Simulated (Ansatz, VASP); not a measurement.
## One calculation of CdF2, two programs

```
Cd F
1.0
     0.00000    2.69418    2.69418
     2.69418    0.00000    2.69418
     2.69418    2.69418    0.00000
Cd F
1 2
Direct
  0.00000 0.00000 0.00000
  0.25000 0.25000 0.25000
  0.75000 0.75000 0.75000
```

Alike in both runs: task single point; functional PBE; k mesh 6 × 6 × 6; no spin polarisation.

|  | VASP | Ansatz |
| --- | --- | --- |
| version | VASP 6.6.1 | Ansatz 0.2.0 |
| potentials or method | VASP PAW PBE potentials, release 64 (Cd, F) | plane waves, PAW |
| plane-wave cutoff (eV) | 520 | 420 |
| occupations | gaussian, width 0.01 eV | fixed |
| valence electrons in the cell | 26 | 34 |

|  | VASP | Ansatz | Ansatz less VASP |
| --- | --- | --- | --- |
| gap on the k mesh at the Fermi level (eV) | 3.09 | 3.12 | +0.033 |
| pressure (GPa) | 6.2 | 5.4 | -0.75 |

VASP's potentials hold 26 valence electrons a cell and Ansatz's 34, so a difference there can come from the potentials and not from the codes.
